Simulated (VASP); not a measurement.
# Ir (Fm-3m) in VASP: further runs

Runs on Ir. Level: LDA. Tasks: single point, relaxation of cell and atoms.

All numbers are computed with VASP 6.6.1; they aren't measurements. Logs are shortened: lines on timing, memory, paths and dates and some standing lists are left out, and cuts for length are marked.

## Step 1: The cell of the first run

It takes space group Fm-3m (No. 225, cubic). Conventional cell: a = 3.809 Å, b = 3.809 Å, c = 3.809 Å, α = 90.00°, β = 90.00°, γ = 90.00°. Ir (site symmetry m-3m) has 12 Ir at 2.69 Å within 3.6 Å.

## Step 2: Single point, LDA

INCAR

```
PREC = Accurate
ENCUT = 520
EDIFF = 1E-7
ISMEAR = 1
SIGMA = 0.1
LREAL = False
LASPH = True
NELM = 100
ALGO = Normal
ISIF = 2
LWAVE = False
LCHARG = False
GGA = CA
NBANDS = 10
```

KPOINTS

```
Automatic mesh
0
Gamma
  9 9 9
```

POSCAR

```
Ir
1.0
    0.0000000000      1.9045388293      1.9045388293
    1.9045388293      0.0000000000      1.9045388293
    1.9045388293      1.9045388293      0.0000000000
Ir
1
Direct
    0.0000000000      0.0000000000      0.0000000000
```

Potentials or basis: VASP PAW LDA potentials, release 64 (Ir).

Run with:

```
$ cat potpaw_LDA.64/Ir/POTCAR > POTCAR
$ mpirun -np 1 vasp_std > vasp.out
```

OUTCAR:

```text
PREC = Accurate
   ENCUT = 520
   EDIFF = 1E-7
   ISMEAR = 1
   LREAL = False
   LASPH = True
   NELM = 100
   ISIF = 2
   GGA = CA

 ion  position               nearest neighbor table
   1  0.000  0.000  0.000-

  LATTYP: Found a face centered cubic cell.
 ALAT       =     3.8090776586

  Lattice vectors:

 A1 = (   0.0000000000,   1.9045388293,   1.9045388293)
 A2 = (   1.9045388293,   0.0000000000,   1.9045388293)
 A3 = (   1.9045388293,   1.9045388293,   0.0000000000)

Analysis of symmetry for initial positions (statically):
=====================================================================
 Subroutine PRICEL returns:
 Original cell was already a primitive cell.

 Routine SETGRP: Setting up the symmetry group for a
 face centered cubic supercell.

 Subroutine GETGRP returns: Found 48 space group operations
 (whereof 48 operations were pure point group operations)
 out of a pool of 48 trial point group operations.

The static configuration has the point symmetry O_h .

Analysis of symmetry for dynamics (positions and initial velocities):
=====================================================================
 Subroutine PRICEL returns:
 Original cell was already a primitive cell.

 Routine SETGRP: Setting up the symmetry group for a
 face centered cubic supercell.

 Subroutine GETGRP returns: Found 48 space group operations
 (whereof 48 operations were pure point group operations)
 out of a pool of 48 trial point group operations.

The dynamic configuration has the point symmetry O_h .

 Subroutine INISYM returns: Found 48 space group operations
 (whereof 48 operations are pure point group operations),
 and found     1 'primitive' translations

----------------------------------------------------------------------------------------

                                     Primitive cell

  volume of cell :      13.8165

  direct lattice vectors                    reciprocal lattice vectors
     0.000000000  1.904538829  1.904538829    -0.262530746  0.262530746  0.262530746
     1.904538829  0.000000000  1.904538829     0.262530746 -0.262530746  0.262530746
     1.904538829  1.904538829  0.000000000     0.262530746  0.262530746 -0.262530746

  length of vectors
     2.693424642  2.693424642  2.693424642     0.454716591  0.454716591  0.454716591

  position of ions in fractional coordinates (direct lattice)
     0.000000000  0.000000000  0.000000000

[... 73 lines left out ...]
   ENCUT  =  520.0 eV  38.22 Ry    6.18 a.u.   5.01  5.01  5.01*2*pi/ulx,y,z
   NELM   =    100;   NELMIN=  2; NELMDL= -5     # of ELM steps
   EDIFF  = 0.1E-06   stopping-criterion for ELM
   LREAL  =      F    real-space projection
   EDIFFG = 0.1E-05   stopping-criterion for IOM
   NSW    =      0    number of steps for IOM
   IBRION =     -1    ionic relax: 0-MD 1-quasi-New 2-CG
   NFREE  =      0    steps in history (QN), initial steepest desc. (CG)
   ISIF   =      2    stress and relaxation
   ISYM   =      2    0-nonsym 1-usesym 2-fastsym
   POTIM  = 0.5000    time-step for ionic-motion
   TEBEG  =    0.0;   TEEND  =   0.0 temperature during run
   PSTRESS=    0.0 pullay stress
   NELECT =       9.0000    total number of electrons
   NUPDOWN=      -1.0000    fix difference up-down
   EMIN   =  10.00;   EMAX   =-10.00  energy-range for DOS
   EFERMI =   0.00;   METHOD = LEGACY
   ISMEAR =     1;   SIGMA  =   0.10  broadening in eV -4-tet -1-fermi 0-gaus
   EFERMI_NEDOS =   21; number of points for ismear=-14 and -15
   IALGO  =     38    algorithm
   IMIX   =      4    mixing-type and parameters
     AMIX     =   0.40;   BMIX     =  1.00
     AMIX_MAG =   1.60;   BMIX_MAG =  1.00
  volume/ion in A,a.u.               =      13.82        93.24
  Fermi-wavevector in a.u.,A,eV,Ry     =   1.419131  2.681769 27.401221  2.013933
  Thomas-Fermi vector in A             =   2.540184
   LORBIT       =      0    0 simple, 1 ext, 2 COOP (PROOUT), +10 PAW based schemes
   GGA     = CA    functional components
   LHFCALC =     F    Hartree Fock is set to
   AEXX    =    0.0000 exact exchange contribution
   IVDW    =     0    specifies the selected vdW correction
   LEPSILON=     F    determine dielectric tensor
   LRPA    =     F    only Hartree local field effects (RPA)
 non-spin polarized calculation
 Methfessel and Paxton  Order N= 1 SIGMA  =   0.10
  energy-cutoff  :      520.00
  volume of cell :       13.82
 maximum number of plane-waves:       380
   NGX =  9   NGY =  9   NGZ =  9

 number of electron       9.0000001 magnetization

 Free energy of the ion-electron system (eV)
  ---------------------------------------------------
  ext. energy  EPLUGINS =         0.00000000
  ---------------------------------------------------
  free energy    TOTEN  =       -10.34853610 eV

  energy without entropy =      -10.34825274  energy(sigma->0) =      -10.34844164

 E-fermi :  10.6708     XC(G=0): -14.2775

 val. band max:       10.4878599094   @ k =   0.3333   0.0000   0.0000
 cond. band min:      10.6893653831   @ k =  -0.4444   0.4444   0.1111
 fundamental gap:      0.2015054737
 Fermi energy:        10.6707765126

 k-point     1 :       0.0000    0.0000    0.0000
  band No.  band energies     occupation
      1      -0.6290      2.00000
      2       6.6715      2.00000
      3       6.6715      2.00000
      4       6.6715      2.00000
      5       9.4876      2.00000
      6       9.4876      2.00000
      7      25.0362      0.00000
      8      30.7020      0.00000
      9      30.7020      0.00000
     10      30.7020      0.00000
[... 287 lines left out ...]
 k-point    24 :       0.4444    0.4444    0.0000
  band No.  band energies     occupation
      1       2.6115      2.00000
      2       3.1871      2.00000
      3      11.5691     -0.00000
      4      11.7013     -0.00000
      5      11.9509     -0.00000
      6      11.9509     -0.00000
      7      22.5931      0.00000
      8      23.0443      0.00000
      9      23.0443      0.00000
     10      32.0918      0.00000

 [... further k-points ...]
[... 5 lines left out ...]
  --------------------------------------------------------------------------------------
  -------------------------------------------------------------------------------------
  Total        0.2287906      0.2287906      0.2287906      0.0000000      0.0000000      0.0000000
  in kB       26.5307374     26.5307374     26.5307374      0.0000000      0.0000000      0.0000000
  external PRESSURE =      26.5307374 kB  Pullay stress =       0.0000000 kB

 VOLUME and BASIS-vectors are now :
 -----------------------------------------------------------------------------
  energy-cutoff  :      520.00
  volume of cell :       13.82
      direct lattice vectors                 reciprocal lattice vectors
     0.000000000  1.904538829  1.904538829    -0.262530746  0.262530746  0.262530746
     1.904538829  0.000000000  1.904538829     0.262530746 -0.262530746  0.262530746
     1.904538829  1.904538829  0.000000000     0.262530746  0.262530746 -0.262530746

 POSITION                                       TOTAL-FORCE (eV/Angst)
 -----------------------------------------------------------------------------------
      0.00000      0.00000      0.00000        -0.000000     -0.000000     -0.000000
 -----------------------------------------------------------------------------------
    total drift:                                0.000000      0.000000     -0.000000

  FREE ENERGIE OF THE ION-ELECTRON SYSTEM (eV)
  ---------------------------------------------------
  free  energy   TOTEN  =       -10.3485360977 eV

  energy  without entropy=      -10.3482527388  energy(sigma->0) =      -10.34844164
```

OSZICAR:

```text
N       E                     dE             d eps       ncg     rms          rms(c)
DAV:   1     0.490809275451E+02    0.49081E+02   -0.43192E+03   716   0.829E+02
DAV:   2    -0.100132737122E+02   -0.59094E+02   -0.55792E+02   716   0.202E+02
DAV:   3    -0.109449274911E+02   -0.93165E+00   -0.92980E+00   848   0.313E+01
DAV:   4    -0.109541482593E+02   -0.92208E-02   -0.92191E-02   814   0.288E+00
DAV:   5    -0.109543267625E+02   -0.17850E-03   -0.17850E-03   826   0.378E-01    0.167E+01
DAV:   6    -0.104524982436E+02    0.50183E+00   -0.85571E-01   784   0.115E+01    0.666E+00
DAV:   7    -0.103561139953E+02    0.96384E-01   -0.26409E-01   862   0.580E+00    0.142E+00
DAV:   8    -0.103537439194E+02    0.23701E-02   -0.17202E-03   766   0.419E-01    0.116E+00
DAV:   9    -0.103485513437E+02    0.51926E-02   -0.24680E-03   780   0.744E-01    0.358E-02
DAV:  10    -0.103485358443E+02    0.15499E-04   -0.14202E-05  1036   0.398E-02    0.100E-02
DAV:  11    -0.103485360974E+02   -0.25312E-06   -0.17215E-06   774   0.989E-03    0.120E-03
DAV:  12    -0.103485360977E+02   -0.24170E-09   -0.21023E-08   496   0.128E-03
   1 F= -.10348536E+02 E0= -.10348442E+02  d E =-.283359E-03
```

stdout:

```text
POSCAR found type information on POSCAR Ir
 POSCAR found :  1 types and       1 ions
 scaLAPACK will be used
 LDA part: xc-table for (Slater(with rela. corr.)+CA(PZ))
 , standard interpolation
 POSCAR, INCAR and KPOINTS ok, starting setup
 FFT: planning ... GRIDC
 FFT: planning ... GRID_SOFT
 FFT: planning ... GRID
 WAVECAR not read
 entering main loop
```

It took 3.2 s on 1 thread of Intel Xeon Platinum 8559C (Emerald Rapids), shared host; peak memory 0.12 GiB.

What came out:

| Item | Value |
| --- | --- |
| Free energy | -10.3485 eV |
| Pressure | 2.7 GPa |

Caveat: spin-orbit coupling is left out, which moves the levels of the heavy elements.

## Step 3: Relaxation of cell and atoms, LDA

This run uses another cell than the first one, of 14.06 Å³/atom, 1.018 times its volume.

INCAR

```
  PREC = Accurate
  ENCUT = 600
  EDIFF = 1E-6
  ISMEAR = 1
  SIGMA = 0.1
  LREAL = F
  LASPH = T
  NELM = 100
  ALGO = Normal
  ISIF = 3
  LWAVE = F
  LCHARG = F
  IBRION = 2
  NSW = 80
  EDIFFG = -0.02
```

KPOINTS is that of step 2.

POSCAR

```
Ir
1.0
    0.0000000000      1.9156000000      1.9156000000
    1.9156000000      0.0000000000      1.9156000000
    1.9156000000      1.9156000000      0.0000000000
Ir
1
Direct
    0.0000000000      0.0000000000      0.0000000000
```

Potentials or basis: VASP PAW LDA potentials, release 64 (Ir).

Run with:

```
$ cat potpaw_LDA.64/Ir/POTCAR > POTCAR
$ mpirun -np 1 vasp_std > vasp.out
```

OUTCAR:

```text
PREC = Accurate
   ENCUT = 600
   EDIFF = 1E-6
   ISMEAR = 1
   LREAL = F
   LASPH = T
   NELM = 100
   ISIF = 3
   IBRION = 2
   NSW = 80
   EDIFFG = -0.02

 ion  position               nearest neighbor table
   1  0.000  0.000  0.000-

  LATTYP: Found a face centered cubic cell.
 ALAT       =     3.8312000000

  Lattice vectors:

 A1 = (   0.0000000000,   1.9156000000,   1.9156000000)
 A2 = (   1.9156000000,   0.0000000000,   1.9156000000)
 A3 = (   1.9156000000,   1.9156000000,   0.0000000000)

Analysis of symmetry for initial positions (statically):
=====================================================================
 Subroutine PRICEL returns:
 Original cell was already a primitive cell.

 Routine SETGRP: Setting up the symmetry group for a
 face centered cubic supercell.

[... 243 lines left out ...]

  energy without entropy =      -10.34920017  energy(sigma->0) =      -10.34937757

 E-fermi :  10.5474     XC(G=0): -14.2378

 val. band max:       10.3662058361   @ k =   0.3333   0.0000   0.0000
 cond. band min:      10.5660835452   @ k =  -0.4444   0.4444   0.1111
 fundamental gap:      0.1998777091
 Fermi energy:        10.5473774540

 k-point     1 :       0.0000    0.0000    0.0000
  band No.  band energies     occupation
      1      -0.6780      2.00000
      2       6.5900      2.00000
      3       6.5900      2.00000
      4       6.5900      2.00000
      5       9.3756      2.00000
      6       9.3756      2.00000
      7      24.9284      0.00000
      8      30.5524      0.00000
[... 243 lines left out ...]
 k-point    24 :       0.4444    0.4444    0.0000
  band No.  band energies     occupation
      1       2.5682      2.00000
      2       3.1403      2.00000
      3      11.4335     -0.00000
      4      11.5784     -0.00000
      5      11.8113     -0.00000
      6      11.8113     -0.00000
      7      22.3704      0.00000
      8      22.8821      0.00000

 [... further k-points ...]
[... 5 lines left out ...]
  --------------------------------------------------------------------------------------
  -------------------------------------------------------------------------------------
  Total       -0.0072583     -0.0072583     -0.0072583      0.0000000     -0.0000000      0.0000000
  in kB       -0.8359285     -0.8359285     -0.8359285      0.0000000     -0.0000000      0.0000000
  external PRESSURE =      -0.8359285 kB  Pullay stress =       0.0000000 kB
[... 16 lines left out ...]
  FREE ENERGIE OF THE ION-ELECTRON SYSTEM (eV)
  ---------------------------------------------------
  free  energy   TOTEN  =       -10.3494662673 eV

  energy  without entropy=      -10.3492001663  energy(sigma->0) =      -10.34937757

 reached required accuracy - stopping structural energy minimisation
```

OSZICAR:

```text
N       E                     dE             d eps       ncg     rms          rms(c)
DAV:   1     0.472585411972E+02    0.47259E+02   -0.49487E+03   560   0.116E+03
DAV:   2    -0.102162504411E+02   -0.57475E+02   -0.56204E+02   568   0.213E+02
DAV:   3    -0.109578019329E+02   -0.74155E+00   -0.74045E+00   792   0.332E+01
[... 21 lines left out ...]
DAV:   3    -0.103495110790E+02    0.94760E-02   -0.42126E-02   648   0.272E+00    0.358E-01
DAV:   4    -0.103494383739E+02    0.72705E-04   -0.61121E-04   712   0.277E-01    0.901E-02
DAV:   5    -0.103494618558E+02   -0.23482E-04   -0.50541E-05   768   0.506E-02    0.124E-02
DAV:   6    -0.103494662474E+02   -0.43916E-05   -0.19041E-06   624   0.968E-03    0.152E-03
DAV:   7    -0.103494662673E+02   -0.19875E-07   -0.33036E-08   304   0.171E-03
   3 F= -.10349466E+02 E0= -.10349378E+02  d E =-.200302E-02
```

Run time: 6.9 s. Hardware: 1 thread of Intel Xeon Platinum 8559C (Emerald Rapids), shared host; peak memory 0.14 GiB.

What came out:

| Item | Value |
| --- | --- |
| Free energy | -10.3495 eV |
| Relaxed volume | 13.91 Å³/atom |
| Relaxed cell | a = 2.700 Å, b = 2.700 Å, c = 2.700 Å, α = 60.00°, β = 60.00°, γ = 60.00° |
| Space group after relaxing (to 0.05 Å) | Fm-3m (No. 225) |
| Energy gained by relaxing | 2.0 meV/atom |
| Ionic steps | 3 |
| Pressure after relaxing | -0.1 GPa |

The path:
| step | energy change (eV) | largest force (eV/Å) | pressure (GPa) | volume (Å³) |
| --- | --- | --- | --- | --- |
| 1 | 0.0000 | 0.0000 | -4.24 | 14.06 |
| 2 | 0.0330 | 0.0000 | 19.76 | 13.32 |
| 3 | -0.0020 | 0.0000 | -0.08 | 13.91 |

Final structure:
```
Ir
1.0
     0.00000    1.90890    1.90890
     1.90890    0.00000    1.90890
     1.90890    1.90890    0.00000
Ir
1
Direct
  0.00000 0.00000 0.00000
```

Caveat: spin-orbit coupling is left out, which moves the levels of the heavy elements. Zero-point motion and thermal expansion aren't in these numbers.
